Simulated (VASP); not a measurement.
SrCa3: single point with LDA

Crystal: SrCa3.

```
Sr Ca
1.0
     0.00000    4.28926    4.28926
     4.28926    0.00000    4.28926
     4.28926    4.28926    0.00000
Sr Ca
1 3
Cartesian
  0.0000 0.0000 0.0000
  2.1446 2.1446 2.1446
  6.4339 6.4339 6.4339
  4.2893 4.2893 4.2893
```

```yaml
Program: VASP 6.6.1
Task: single point
Functional: LDA
Potentials_or_basis: VASP PAW LDA potentials, release 64 (Sr_sv, Ca_sv)
Cutoff: 520 eV
k_mesh: 5 × 5 × 5
Occupations: gaussian, width 0.02 eV
Spin: no spin polarisation
```

* Pressure: 0.0 GPa
* Band gap on the k mesh: zero (bands 20 and 21 overlap by 0.23 eV)

Levels at points of the mesh, in eV from the Fermi level:
```csv
k point,band 16,band 17,band 18,band 19,band 20,band 21,band 22,band 23,band 24,band 25
"(0.00, 0.00, 0.00)",-17.97,-4.15,-0.19,-0.19,0.22,0.22,0.22,0.53,0.53,0.53
```

Run time: 45 s on 1 thread of AMD EPYC 7R43 64-Core Processor (Zen 3), with other jobs on the host, peak memory 0.23 GiB.
